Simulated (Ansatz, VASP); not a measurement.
**Two plane-wave programs on CdTe**

The input POSCAR:

```
CdTe
1.0
    0.0000000000      3.2050000000      3.2050000000
    3.2050000000      0.0000000000      3.2050000000
    3.2050000000      3.2050000000      0.0000000000
Cd Te
1 1
Direct
    0.0000000000      0.0000000000      0.0000000000
    0.7500000000      0.7500000000      0.7500000000
```

INCAR.step1

```
SYSTEM = CdTe
  ALGO = Normal
  EDIFF = 1E-4
  ENCUT = 600
  GGA = PE
  ISMEAR = -1
  LASPH = .True.
  LCHARG = .False.
  LREAL = .False.
  LWAVE = .True.
  NELM = 60
  PREC = Accurate
  SIGMA = 0.1
```

INCAR.step2

```
SYSTEM = CdTe
  ALGO = Normal
  EDIFF = 1E-6
  EDIFFG = -0.002
  ENCUT = 600
  IBRION = 2
  ISIF = 3
  ISMEAR = -1
  ISTART = 1
  LASPH = .True.
  LCHARG = .False.
  LMIXTAU = .True.
  LREAL = .False.
  LWAVE = .False.
  METAGGA = R2SCAN
  NELM = 60
  NSW = 100
  PREC = Accurate
  SIGMA = 0.1
```

The input KPOINTS:

```
k-points
0
Gamma
  10 10 10
  0 0 0
```

Input for Ansatz:

```yaml
crystal:
  lattice:
    - [0.0, 3.205, 3.205]
    - [3.205, 0.0, 3.205]
    - [3.205, 3.205, 0.0]
  atoms:
    - { symbol: Cd, position: [0.0, 0.0, 0.0] }
    - { symbol: Te, position: [0.75, 0.75, 0.75] }
kpoints:
  mp_grid: { grid: [10, 10, 10] }
scf:
  occupations: { method: fermi_dirac, width: 0.1 }
hamiltonian:
  xc: r2scan
  pseudopotentials: { kind: paw }
relax:
  f_tol: 0.002
  max_steps: 80
  cell: {}
output:
  forces: true
  stress: true
  write_density: true
  write_potential: true
  elf: true
  volumetric_format: npy
```

Alike in both runs: task relaxation of cell and atoms; functional r2SCAN; k mesh 10 × 10 × 10; occupations fermi-dirac, width 0.1 eV; no spin polarisation.

|  | VASP | Ansatz |
| --- | --- | --- |
| version | VASP 6.6.1 | Ansatz 0.2.0 |
| potentials or method | VASP PAW PBE potentials, release 64 (Cd, Te) | PAW with Ansatz's default frozen-core files, scalar-relativistic |
| plane-wave cutoff (eV) | 600 | 500 |
| valence electrons in the cell | 18 | 36 |

|  | VASP | Ansatz | Ansatz less VASP |
| --- | --- | --- | --- |
| relaxed volume (Å³/atom) | 35.31 | 35.22 | -0.092 |
| relaxed cell length with the largest relative difference (Å) | 4.640 | 4.636 | -0.0040 |

VASP's potentials were made for PBE, not for r2SCAN. VASP's potentials hold 18 valence electrons a cell and Ansatz's 36, so a difference there can come from the potentials and not from the codes.

Neither program's run includes spin-orbit coupling.
